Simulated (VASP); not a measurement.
# Ni2Os5Pt3 (P1) in VASP: a series of runs

Ni2Os5Pt3 is run at these levels: PBE; tasks: single point, relaxation of cell and atoms.

All numbers are computed with VASP 6.6.1; they aren't measurements. Logs are shortened: lines on timing, memory, paths and dates and some standing lists are left out, and cuts for length are marked.

## (1) The cell of the first run

The typed cell holds 20 atoms: a = 7.184 Å, b = 7.167 Å, c = 7.169 Å, α = 106.84°, β = 106.78°, γ = 114.80°.

## (2) Single point, PBE, collinear spin, ferromagnetic start

INCAR

```
ALGO = Normal ; EDIFF = 1E-7
ENCUT = 520 ; GGA = PE
ISIF = 2 ; ISMEAR = 0
ISPIN = 2 ; ISYM = 0
LASPH = T ; LCHARG = F
LMAXMIX = 4 ; LORBIT = 11
LREAL = Auto ; LUSENCCL = F
LWAVE = F ; MAGMOM = 2 2 2 2 0 0 0 0 0 0 0 0 0 0 0 0 0 0 0 0
NBANDS = 110 ; NELM = 150
PREC = Accurate ; SIGMA = 0.1
```

KPOINTS

```
Automatic mesh
0
Gamma
  2 2 2
  0.5 0.5 0.5
```

POSCAR

```
Ni2Os5Pt3
1.0
   -5.7427245108      3.8736727384      1.9026583719
    5.7298373095      3.8578941142     -1.9097627274
   -1.9116715025     -3.8572333594     -5.7331438704
Ni Os Pt
4 10 6
Direct
    0.5487174118      0.8555931586      0.9060648050
    0.3598790014      0.4564950083      0.2997414609
    1.0058606390      0.9973402499      1.0016206324
    0.8940719351      0.2978374847      0.1955714992
    0.1085453490      0.7116125160      0.8106952844
    0.1430119340      0.0322492575      0.7014343227
    0.2387447800      0.7419337190      0.4869013934
    0.7042656663      0.8941991974      0.5931252795
    0.4031432101      0.7938808689      0.2002821197
    0.8005443482      0.6013992196      0.3902580658
    0.8433285786      0.9392064569      0.2987845889
    0.4474810617      0.1505563803      0.0990226058
    0.5004103349      0.5037521049      1.0089442751
    0.9478828347      0.6529387778      0.1049483524
    0.0514844363      0.3411287480      0.9072240735
    0.2011484295      0.4114130784      0.5964100704
    0.5999718488      0.1909045938      0.8055698051
    0.6558867144      0.5661479928      0.7106348747
    0.2897447785      0.0967467153      0.3906675275
    0.7490244975      0.2485501488      0.4925724544
```

Potentials or basis: VASP PAW PBE potentials, release 64 (Ni, Os, Pt).

Launch:

```bash
$ cat potpaw_PBE.64/Ni/POTCAR potpaw_PBE.64/Os/POTCAR potpaw_PBE.64/Pt/POTCAR > POTCAR
$ mpirun -np 1 vasp_std > vasp.out
```

OUTCAR:

```text
EDIFF = 1E-7
   ENCUT = 520
   GGA = PE
   ISIF = 2
   ISMEAR = 0
   ISPIN = 2
   ISYM = 0
   LASPH = T
   LORBIT = 11
   LREAL = Auto
   NELM = 150
   PREC = Accurate

 ion  position               nearest neighbor table
   1  0.549  0.856  0.906-  17 2.62  12 2.66   4 2.67   5 2.67  18 2.67   9 2.68  11 2.70  16 2.71
                            13 2.74   3 2.79   7 2.80   8 2.81
   2  0.360  0.456  0.300-  13 2.61   9 2.64  15 2.65   8 2.65  12 2.67  10 2.68   7 2.71  19 2.72
                            16 2.72  18 2.73   3 2.76   4 2.81
   3  0.006  0.997  0.002-  19 2.61   5 2.61  18 2.63   6 2.64  15 2.66  12 2.67  14 2.68   8 2.75
                             4 2.75  11 2.76   2 2.76   1 2.79
   4  0.894  0.298  0.196-  17 2.62  15 2.66   1 2.67  10 2.67  20 2.67   7 2.68  16 2.70  14 2.71
                            12 2.71   3 2.75  11 2.79   2 2.81
   5  0.109  0.712  0.811-   6 2.58   3 2.61  12 2.65   1 2.67   9 2.69  16 2.70  14 2.73  18 2.75
                             7 2.77  20 2.81  10 2.81  15 2.83
   6  0.143  0.032  0.701-   5 2.58   3 2.64  10 2.65   8 2.65  12 2.66   7 2.67  15 2.72  11 2.74
                            17 2.75  19 2.80  13 2.83  16 2.92
   7  0.239  0.742  0.487-  14 2.61  16 2.64  10 2.66   6 2.67   4 2.68   9 2.69   2 2.71  19 2.73
                            17 2.76   5 2.77   1 2.80   8 2.82
   8  0.704  0.894  0.593-  11 2.63  18 2.64  10 2.65   6 2.65   2 2.65   9 2.67  15 2.73  17 2.74
                             3 2.75  20 2.75   1 2.81   7 2.82
   9  0.403  0.794  0.200-  13 2.61   2 2.64  11 2.67   8 2.67   1 2.68   5 2.69   7 2.69  20 2.73
                            15 2.73  19 2.77  12 2.77  14 2.78
  10  0.801  0.601  0.390-  11 2.61  14 2.61  13 2.61   8 2.65   6 2.65   7 2.66   4 2.67   2 2.68
                            12 2.72  20 2.74   5 2.81  18 2.81
  11  0.843  0.939  0.299-  10 2.61   8 2.63  14 2.64  13 2.64   9 2.67   1 2.70  19 2.70  20 2.71
                             6 2.74   3 2.76   4 2.79  16 2.82
  12  0.447  0.151  0.099-   5 2.65   6 2.66   1 2.66   3 2.67   2 2.67  17 2.67  20 2.68  13 2.69
                            19 2.70   4 2.71  10 2.72   9 2.77
  13  0.500  0.504  0.009-   9 2.61   2 2.61  10 2.61  11 2.64  12 2.69  15 2.70  14 2.71   1 2.74
                            18 2.75  17 2.78  16 2.79   6 2.83
  14  0.948  0.653  0.105-  10 2.61   7 2.61  11 2.64  19 2.67   3 2.68  18 2.69   4 2.71  13 2.71
                             5 2.73  17 2.77   9 2.78  15 2.78
  15  0.051  0.341  0.907-   2 2.65   3 2.66   4 2.66  13 2.70   6 2.72   8 2.73   9 2.73  17 2.73
                            14 2.78  20 2.81  16 2.82   5 2.83
  16  0.201  0.411  0.596-   7 2.64   4 2.70   5 2.70   1 2.71  20 2.72   2 2.72  18 2.73  19 2.74
                            13 2.79  15 2.82  11 2.82   6 2.92
  17  0.600  0.191  0.806-   1 2.62   4 2.62  12 2.67  15 2.73   8 2.74   6 2.75   7 2.76  14 2.77
                            13 2.78  20 2.81  19 2.83  18 2.86
  18  0.656  0.566  0.711-   3 2.63   8 2.64   1 2.67  14 2.69   2 2.73  16 2.73  13 2.75   5 2.75
                            20 2.81  10 2.81  19 2.85  17 2.86
  19  0.290  0.097  0.391-   3 2.61  14 2.67  12 2.70  11 2.70   2 2.72   7 2.73  16 2.74   9 2.77
                            20 2.78   6 2.80  17 2.83  18 2.85
  20  0.749  0.249  0.493-   4 2.67  12 2.68  11 2.71  16 2.72   9 2.73  10 2.74   8 2.75  19 2.78
                            18 2.81  17 2.81   5 2.81  15 2.81

IMPORTANT INFORMATION: All symmetrisations will be switched off!
NOSYMM: (Re-)initialisation of all symmetry stuff for point group C_1.

----------------------------------------------------------------------------------------

                                     Primitive cell

  volume of cell :     282.6931

  direct lattice vectors                    reciprocal lattice vectors
    -5.742724511  3.873672738  1.902658372    -0.104297770  0.129118176 -0.052092860
     5.729837309  3.857894114 -1.909762727     0.052598823  0.129331492 -0.104552307
    -1.911671502 -3.857233359 -5.733143870    -0.052134449 -0.000231057 -0.156885094

  length of vectors
     7.183615675  7.166699119  7.169496200     0.173963198  0.174426076  0.165320861

  position of ions in fractional coordinates (direct lattice)
     0.548717412  0.855593159  0.906064805
     0.359879001  0.456495008  0.299741461
     0.005860639  0.997340250  0.001620632
     0.894071935  0.297837485  0.195571499
     0.108545349  0.711612516  0.810695284
     0.143011934  0.032249257  0.701434323
[... 12 lines left out ...]
     0.289744779  0.096746715  0.390667527
     0.749024498  0.248550149  0.492572454

  ion indices of the primitive-cell ions
   primitive index   ion index
                 1           1
                 2           2
                 3           3
                 4           4
                 5           5
                 6           6
[... 12 lines left out ...]
[... 75 lines left out ...]
  Fermi-wavevector in a.u.,A,eV,Ry     =   1.408404  2.661498 26.988541  1.983602
  Thomas-Fermi vector in A             =   2.530565
   LORBIT       =     11    0 simple, 1 ext, 2 COOP (PROOUT), +10 PAW based schemes
   GGA     = PE    functional components
   LHFCALC =     F    Hartree Fock is set to
   AEXX    =    0.0000 exact exchange contribution
   IVDW    =     0    specifies the selected vdW correction
   LEPSILON=     F    determine dielectric tensor
   LRPA    =     F    only Hartree local field effects (RPA)
 spin polarized calculation
 Gauss-broadening in eV      SIGMA  =   0.10
  energy-cutoff  :      520.00
  volume of cell :      282.69
 maximum number of plane-waves:      7611
 NGX is ok and might be reduce to    54
   NGX = 27   NGY = 27   NGZ = 27

 number of electron     179.9999997 magnetization      -0.0001236

 number of electron     179.9999997 magnetization       0.0000445

 Free energy of the ion-electron system (eV)
  ---------------------------------------------------
  ext. energy  EPLUGINS =         0.00000000
  ---------------------------------------------------
  free energy    TOTEN  =      -168.92051483 eV

  energy without entropy =     -168.83163835  energy(sigma->0) =     -168.87607659

 E-fermi :   9.7136     XC(G=0): -13.5512

 val. band max:        9.6856145834   @ k =  -0.2500  -0.2500   0.2500
 cond. band min:       9.7267142035   @ k =   0.2500  -0.2500   0.2500
 fundamental gap:      0.0410996201
 Fermi energy:         9.7136390243

 spin component 1

 k-point     1 :       0.2500    0.2500    0.2500
  band No.  band energies     occupation
      1       1.1198      1.00000
      2       1.2371      1.00000
      3       1.3940      1.00000
      4       1.7807      1.00000
      5       2.8637      1.00000
      6       2.8966      1.00000
[... 409 lines left out ...]
    101      10.8027      0.00000
    102      10.9113      0.00000
 Fermi energy:         9.7136390243

 spin component 2

 k-point     1 :       0.2500    0.2500    0.2500
  band No.  band energies     occupation
      1       1.1198      1.00000
      2       1.2371      1.00000
      3       1.3940      1.00000
      4       1.7807      1.00000
      5       2.8637      1.00000
      6       2.8966      1.00000
[... 409 lines left out ...]
    101      10.8027      0.00000
    102      10.9113      0.00000
 [bands above 102 left out]

------------------------ aborting loop because EDIFF is reached ----------------------------------------

  FORCE on cell =-STRESS in cart. coord.  units (eV):
  Direction    XX          YY          ZZ          XY          YZ          ZX
  --------------------------------------------------------------------------------------
  -------------------------------------------------------------------------------------
  Total       -0.6134807     -0.5071190     -0.7022901      0.0317446     -0.0330375      0.0276125
  in kB       -3.4769323     -2.8741220     -3.9802640      0.1799138     -0.1872419      0.1564950
  external PRESSURE =      -3.4437728 kB  Pullay stress =       0.0000000 kB

 VOLUME and BASIS-vectors are now :
 -----------------------------------------------------------------------------
  energy-cutoff  :      520.00
  volume of cell :      282.69
      direct lattice vectors                 reciprocal lattice vectors
    -5.742724511  3.873672738  1.902658372    -0.104297770  0.129118176 -0.052092860
     5.729837309  3.857894114 -1.909762727     0.052598823  0.129331492 -0.104552307
    -1.911671502 -3.857233359 -5.733143870    -0.052134449 -0.000231057 -0.156885094

 POSITION                                       TOTAL-FORCE (eV/Angst)
 -----------------------------------------------------------------------------------
      0.01918      1.93144     -5.78456        -0.003116      0.014263      0.008913
     -0.02405      1.99899     -1.90553         0.001265     -0.030092     -0.003073
      5.67784      3.86408     -1.90282         0.004618      0.002429     -0.009808
     -3.80172      3.85800      0.01107        -0.011564      0.008286     -0.000607
      1.90429      0.03875     -5.80032         0.004657     -0.009058     -0.004780
     -1.97741     -2.02720     -3.81091        -0.006637     -0.013191     -0.008646
[... 12 lines left out ...]
     -1.85641     -0.01128     -1.87323        -0.001827      0.030834     -0.025320
     -3.81893      1.96039     -1.87352         0.000643     -0.016733     -0.023788
 -----------------------------------------------------------------------------------
    total drift:                                0.005968     -0.010317      0.002839

  FREE ENERGIE OF THE ION-ELECTRON SYSTEM (eV)
  ---------------------------------------------------
  free  energy   TOTEN  =      -168.9205148314 eV

  energy  without entropy=     -168.8316383488  energy(sigma->0) =     -168.87607659

 total charge

# of ion       s       p       d       tot
------------------------------------------
    1        0.439   0.474   8.320   9.233
    2        0.443   0.488   8.328   9.259
    3        0.442   0.484   8.322   9.248
    4        0.428   0.460   8.320   9.208
    5        0.642   0.667   5.960   7.270
    6        0.650   0.707   5.987   7.344
[... 12 lines left out ...]
   19        0.702   0.715   8.020   9.437
   20        0.698   0.712   8.034   9.444
--------------------------------------------------
tot         12.422  13.055 141.086 166.563

 magnetization (x)

# of ion       s       p       d       tot
------------------------------------------
    1       -0.000   0.000  -0.000  -0.000
    2        0.000   0.000  -0.000  -0.000
    3       -0.000   0.000  -0.000  -0.000
    4        0.000   0.000   0.000   0.000
    5       -0.000   0.000  -0.000  -0.000
    6       -0.000  -0.000  -0.000  -0.000
[... 12 lines left out ...]
   19        0.000   0.000   0.000   0.000
   20        0.000   0.000  -0.000  -0.000
--------------------------------------------------
tot          0.000   0.000   0.000   0.000
```

Run time: 3.8 min. Hardware: 1 × NVIDIA H100 80GB with 1 thread of AMD EPYC 7R13 (Zen 3), shared host; peak memory 1.6 GiB.

Results:

```yaml
Free_energy: -168.9205 eV
Pressure: -0.3 GPa
Largest_force: 0.040 eV/Å
Net_moment: 0.00 μB per cell
Valence_electrons_inside_the_program's_atomic_spheres: Ni 9.23, 9.26, 9.25, 9.21; Os 7.27, 7.34, 7.26, 7.41, 7.32, 7.30, 7.33 (each value once); Pt 9.43, 9.39, 9.40, 9.44 (each value once)
```

Forces in eV/Å, atoms in the order of the input:
```
Ni  -0.003  0.014  0.009
Ni   0.001 -0.030 -0.003
Ni   0.005  0.002 -0.010
Ni  -0.012  0.008 -0.001
Os   0.005 -0.009 -0.005
Os  -0.007 -0.013 -0.009
Os   0.004  0.009  0.021
Os  -0.009  0.025 -0.011
Os  -0.003 -0.001 -0.006
Os   0.002 -0.016  0.011
Os   0.001  0.004 -0.009
Os   0.003 -0.001  0.015
Os  -0.002 -0.004 -0.010
Os  -0.007 -0.001 -0.003
Pt   0.010  0.000  0.037
Pt   0.013  0.011  0.002
Pt   0.005  0.009  0.008
Pt  -0.006 -0.021  0.013
Pt  -0.002  0.031 -0.025
Pt   0.001 -0.017 -0.024
```

Stress tensor (GPa, compression positive):
```
-0.35  0.02  0.02
 0.02 -0.29 -0.02
 0.02 -0.02 -0.40
```

Levels at points of the mesh, in eV from the Fermi level:
Spin up:
| k point | band 88 | band 89 | band 90 | band 91 | band 92 | band 93 |
| --- | --- | --- | --- | --- | --- | --- |
| (0.25, 0.25, 0.25) | -0.24 | -0.21 | -0.05 | 0.09 | 0.13 | 0.19 |
Spin down:
| k point | band 86 | band 87 | band 88 | band 89 | band 90 | band 91 | band 92 | band 93 | band 94 | band 95 |
| --- | --- | --- | --- | --- | --- | --- | --- | --- | --- | --- |
| (0.25, 0.25, 0.25) | -0.49 | -0.39 | -0.24 | -0.21 | -0.05 | 0.09 | 0.13 | 0.19 | 0.28 | 0.35 |

Caveat: the k points lie up to 0.55 Å⁻¹ apart; the moments typed at the start vanished in this run; spin-orbit coupling is left out, which moves the levels of the heavy elements.

## (3) Relaxation of cell and atoms, PBE, collinear spin, ferromagnetic start

This run uses another cell than the first one, of 14.01 Å³/atom.

INCAR

```
PREC = Accurate
ENCUT = 600
EDIFF = 1E-6
ISMEAR = 0
SIGMA = 0.1
LREAL = Auto
LASPH = T
NELM = 150
ALGO = Normal
ISIF = 3
LWAVE = F
LCHARG = F
ISPIN = 2
MAGMOM = 2 2 2 2 0 0 0 0 0 0 0 0 0 0 0 0 0 0 0 0
LORBIT = 11
LMAXMIX = 4
GGA = PE
IBRION = 2
NSW = 70
EDIFFG = -0.04
ISYM = 0
LUSENCCL = F
```

KPOINTS is that of step 2.

POSCAR

```
Ni2Os5Pt3
1.0
   -5.7401595900      3.8267730600      1.9133865300
    5.7401595900      3.8267730600     -1.9133865300
   -1.9133865300     -3.8267730600     -5.7401595900
Ni Os Pt
4 10 6
Direct
    0.5502075587      0.8496782091      0.9066932333
    0.3489628806      0.4462503912      0.2972908109
    0.9983198050      0.9944675855      0.9988986726
    0.9058040996      0.3039149040      0.2018652001
    0.0939598977      0.6950650242      0.7979828074
    0.1481844304      0.0495531635      0.7016418108
    0.2538530846      0.7574348135      0.4983904647
    0.7003820809      0.8979108570      0.6001767608
    0.3997631754      0.7967829833      0.1994001562
    0.7988308525      0.5972091874      0.4000356933
    0.8532400232      0.9540717951      0.3060698877
    0.4456039695      0.1444740449      0.0952225862
    0.4995331138      0.5007107673      0.9977058280
    0.9583351450      0.6516166062      0.1046033273
    0.0445074169      0.3478171396      0.8985366480
    0.1999175500      0.3986704041      0.5981502093
    0.5966649064      0.2000564080      0.8011862062
    0.6506751033      0.5510998927      0.7026699365
    0.3015904674      0.0999012391      0.3954637271
    0.7448122289      0.2472002612      0.4984895245
```

Potentials or basis: VASP PAW PBE potentials, release 64 (Ni, Os, Pt).

Launch:

```bash
$ cat potpaw_PBE.64/Ni/POTCAR potpaw_PBE.64/Os/POTCAR potpaw_PBE.64/Pt/POTCAR > POTCAR
$ mpirun -np 1 vasp_std > vasp.out
```

It took 35 min on 1 × NVIDIA H100 80GB with 1 thread of AMD EPYC 7R13 (Zen 3), shared host; peak memory 1.7 GiB.

The run converged. Its results:

```yaml
Free_energy: -168.9315 eV
Relaxed_volume: 14.13 Å³/atom
Relaxed_cell: a = 7.182 Å, b = 7.167 Å, c = 7.169 Å, α = 106.86°, β = 106.77°, γ = 114.80°
Space_group_after_relaxing_to_0.1_Å: P1 (No. 1)
Energy_gained_by_relaxing: 49.4 meV/atom
Ionic_steps: 14
Pressure_after_relaxing: -0.2 GPa
Largest_force_after_relaxing: 0.031 eV/Å
Net_moment: 0.00 μB per cell
Valence_electrons_inside_the_program's_atomic_spheres: Ni 9.23, 9.26, 9.25, 9.21; Os 7.27, 7.34, 7.26, 7.33, 7.40, 7.31, 7.25, 7.30, 7.32 (each value once); Pt 9.43, 9.39, 9.40, 9.44, 9.45 (each value once)
```

Forces on the atoms (eV/Å):
```
Ni   0.012 -0.016 -0.009
Ni   0.000  0.008 -0.013
Ni  -0.002  0.001 -0.013
Ni   0.000 -0.025  0.013
Os   0.014 -0.011  0.007
Os  -0.003 -0.007 -0.001
Os   0.004 -0.002  0.004
Os   0.000  0.019 -0.014
Os  -0.007  0.004  0.003
Os  -0.011  0.016  0.012
Os  -0.022 -0.007 -0.013
Os   0.007 -0.010  0.007
Os   0.010  0.023  0.009
Os   0.007  0.005  0.008
Pt  -0.012 -0.002 -0.028
Pt   0.000 -0.019  0.004
Pt   0.013  0.019  0.007
Pt   0.007 -0.002  0.007
Pt  -0.015  0.005  0.011
Pt  -0.003  0.001 -0.001
```

Step by step:
```tsv
step	energy change (eV)	largest force (eV/Å)	pressure (GPa)	volume (Å³)
1	0.0000	1.8063	2.34	280.20
2	-0.7554	0.5025	-6.33	288.55
3	-0.7858	0.5520	-5.29	287.08
4	-0.2566	1.7740	15.23	271.61
5	-0.9084	0.4803	0.28	282.16
6	-0.9549	0.2402	0.26	282.12
7	-0.9578	0.2223	0.26	282.11
8	-0.9767	0.1340	-0.64	282.93
9	-0.9767	0.1354	-0.66	282.96
10	-0.9780	0.1375	1.39	281.22
11	-0.9813	0.1031	0.45	282.01
12	-0.9862	0.0659	0.10	282.36
13	-0.9862	0.0730	0.05	282.40
14	-0.9871	0.0307	-0.17	282.59
```

Final structure:
```yaml
crystal:
  lattice:
    - [-5.74120, 3.87232, 1.90210]
    - [5.72987, 3.85832, -1.90879]
    - [-1.91279, -3.85730, -5.73270]
  atoms:
    - { symbol: Ni, position: [0.54984, 0.85606, 0.90623] }
    - { symbol: Ni, position: [0.35829, 0.45519, 0.29904] }
    - { symbol: Ni, position: [0.00571, 0.99747, 0.00152] }
    - { symbol: Ni, position: [0.89546, 0.29875, 0.19607] }
    - { symbol: Os, position: [0.10872, 0.71183, 0.81111] }
    - { symbol: Os, position: [0.14299, 0.03220, 0.70142] }
    - { symbol: Os, position: [0.23878, 0.74222, 0.48686] }
    - { symbol: Os, position: [0.70411, 0.89387, 0.59299] }
    - { symbol: Os, position: [0.40283, 0.79359, 0.20023] }
    - { symbol: Os, position: [0.79989, 0.60109, 0.39034] }
    - { symbol: Os, position: [0.84334, 0.93928, 0.29862] }
    - { symbol: Os, position: [0.44781, 0.15037, 0.09888] }
    - { symbol: Os, position: [0.50005, 0.50334, 0.00939] }
    - { symbol: Os, position: [0.94815, 0.65312, 0.10534] }
    - { symbol: Pt, position: [0.05087, 0.34084, 0.90562] }
    - { symbol: Pt, position: [0.20148, 0.41211, 0.59648] }
    - { symbol: Pt, position: [0.60015, 0.19080, 0.80580] }
    - { symbol: Pt, position: [0.65588, 0.56585, 0.71083] }
    - { symbol: Pt, position: [0.29006, 0.09745, 0.39110] }
    - { symbol: Pt, position: [0.74875, 0.24843, 0.49261] }
```

Levels at points of the mesh, in eV from the Fermi level:
Spin up:
```
           k point  band 87  band 88  band 89  band 90  band 91  band 92  band 93  band 94
(0.25, 0.25, 0.25)    -0.39    -0.24    -0.21    -0.05     0.09     0.13     0.19     0.28
```
Spin down:
```tsv
k point	band 86	band 87	band 88	band 89	band 90	band 91	band 92	band 93	band 94	band 95
(0.25, 0.25, 0.25)	-0.49	-0.39	-0.24	-0.21	-0.05	0.09	0.13	0.19	0.28	0.35
```

Caveat: the k points lie up to 0.55 Å⁻¹ apart in the final cell; the moments typed at the start vanished in this run; spin-orbit coupling is left out, which moves the levels of the heavy elements.
